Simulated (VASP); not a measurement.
Input of a VASP 6.6.1 run:

File INCAR:

```
  PREC = Accurate
  ENCUT = 520
  EDIFF = 1E-6
  ISMEAR = 0
  SIGMA = 0.02
  LREAL = False
  LASPH = True
  NELM = 60
  ALGO = Normal
  ISIF = 2
  LWAVE = False
  LCHARG = True
  GGA = PE
  LELF = True
  LVHAR = True
  NBANDS = 51
```

KPOINTS

```
regular mesh
0
Gamma
  4 4 4
```

POSCAR

```
YC3N3
1.0
    0.0000000000      6.0519303141      6.0519303141
    6.0519303141      0.0000000000      6.0519303141
    6.0519303141      6.0519303141      0.0000000000
Y C N
2 6 6
Direct
    0.0000000000      0.0000000000      0.0000000000
    0.5000000000      0.5000000000      0.5000000000
    0.7923643016      0.2076356984      0.2076356984
    0.2076356984      0.7923643016      0.2076356984
    0.2076356984      0.2076356984      0.7923643016
    0.2076356984      0.7923643016      0.7923643016
    0.7923643016      0.2076356984      0.7923643016
    0.7923643016      0.7923643016      0.2076356984
    0.6958590248      0.3041409752      0.3041409752
    0.3041409752      0.6958590248      0.3041409752
    0.3041409752      0.3041409752      0.6958590248
    0.3041409752      0.6958590248      0.6958590248
    0.6958590248      0.3041409752      0.6958590248
    0.6958590248      0.6958590248      0.3041409752
```

Potentials or basis: VASP PAW PBE potentials, release 64 (Y_sv, C, N).

Command:

```console
$ cat potpaw_PBE.64/Y_sv/POTCAR potpaw_PBE.64/C/POTCAR potpaw_PBE.64/N/POTCAR > POTCAR
$ mpirun -np 1 vasp_std > vasp.out
```

Q: Predict the pressure.

A: 0.3 GPa.

Q: What does it give for the largest force?

A: 0.415 eV/Å.

Forces on the atoms (eV/Å):
```
Y    0.000  0.000  0.000
Y    0.000  0.000  0.000
C   -0.412  0.000  0.000
C    0.000 -0.412  0.000
C    0.000  0.000 -0.412
C    0.412  0.000  0.000
C    0.000  0.412  0.000
C    0.000  0.000  0.412
N    0.415  0.000  0.000
N    0.000  0.415  0.000
N    0.000  0.000  0.415
N   -0.415  0.000  0.000
N    0.000 -0.415  0.000
N    0.000  0.000 -0.415
```
